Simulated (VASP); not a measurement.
A run of VASP 6.6.1 is set up as follows.

POSCAR

```
SnSe2
1.0
    3.8251493292      0.0000000000      0.0000000000
   -1.9125746646      3.3126764923      0.0000000000
    0.0000000000      0.0000000000      6.2270790415
Sn Se
1 2
Direct
    0.0000000000      0.0000000000      0.0000000000
    0.3333333333      0.6666666667      0.2530782243
    0.6666666667      0.3333333333      0.7469217757
```

The input INCAR.step1:

```
SYSTEM = SnSe2
PREC = Accurate ; ENCUT = 400
EDIFF = 1E-5 ; ISMEAR = 0
SIGMA = 0.01 ; LREAL = .FALSE.
LASPH = .TRUE. ; NELM = 120
ALGO = Normal ; ISIF = 2
LWAVE = .TRUE. ; LCHARG = .FALSE.
NBANDS = 20 ; GGA = PE
GGA_COMPAT = .FALSE.
```

The input INCAR.step2:

```
SYSTEM = SnSe2
PREC = Accurate ; ENCUT = 400
EDIFF = 1E-6 ; ISMEAR = 0
SIGMA = 0.01 ; LREAL = .FALSE.
LASPH = .TRUE. ; NELM = 120
ALGO = Normal ; ISIF = 2
LWAVE = .FALSE. ; LCHARG = .FALSE.
GGA = PE ; LHFCALC = .TRUE.
AEXX = 0.2 ; HFSCREEN = 0.2078
PRECFOCK = Normal ; NBANDS = 20
ISTART = 1 ; GGA_COMPAT = .FALSE.
```

KPOINTS

```
Automatic mesh
0
G
  6 6 2
  0 0 0
```

Potentials or basis: VASP PAW PBE potentials, release 64 (Sn_d, Se).

Command:

```console
$ cat potpaw_PBE.64/Sn_d/POTCAR potpaw_PBE.64/Se/POTCAR > POTCAR
$ cp INCAR.step1 INCAR
$ mpirun -np 1 vasp_std > vasp.out
$ cp INCAR.step2 INCAR
$ mpirun -np 1 vasp_std > vasp.out
```

Estimate the pressure.

0.5 GPa.

What does it give for the largest force?

0.133 eV/Å.

Estimate the band gap on the k mesh.

1.29 eV (least direct gap 1.75 eV).

Forces in eV/Å, atoms in the order of the input:
```
Sn   0.000  0.000  0.000
Se   0.000  0.000 -0.133
Se   0.000  0.000  0.133
```

Caveat: the k points lie up to 0.50 Å⁻¹ apart; the PAW data sets were made with another functional, which shifts forces and pressure a little; spin-orbit coupling is left out, which moves the levels of the heavy elements. A k mesh can miss the band edges.
